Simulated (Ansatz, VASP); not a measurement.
## CdSe4 in VASP and in Ansatz

```
Cd Se
1.0
     3.53195    0.00000    0.00000
    -1.76598    3.05876    0.00000
     0.00000    0.00000   11.35693
Cd Se
1 4
Direct
  0.00000 0.00000 0.00000
  0.33333 0.66667 0.86586
  0.33333 0.66667 0.37680
  0.66667 0.33333 0.13414
  0.66667 0.33333 0.62320
```

Change from the starting cell: species swapped into the Co4H type (P-3m1, No. 164).

Alike in both runs: task relaxation of cell and atoms; functional PBE; k mesh 6 × 6 × 2; occupations gaussian, width 0.1 eV; no spin polarisation.

|  | VASP | Ansatz |
| --- | --- | --- |
| version | VASP 6.6.1 | Ansatz 0.2.0 |
| potentials or method | VASP PAW PBE potentials, release 64 (Cd, Se), cutoff 600 eV | scalar-relativistic, plane waves, PAW |
| valence electrons in the cell | 36 | 84 |

```csv
,VASP,Ansatz,Ansatz less VASP
"gap on the k mesh at the Fermi level, each at its own relaxed structure (eV)",none,none,-
relaxed volume (Å³/atom),23.67,23.54,-0.132
relaxed cell length with the largest relative difference (Å),3.917,3.901,-0.0159
```

A gap of «none» marks a metal or a gap that the smearing closes. VASP's potentials hold 36 valence electrons a cell and Ansatz's 84, so a difference there can come from the potentials and not from the codes.
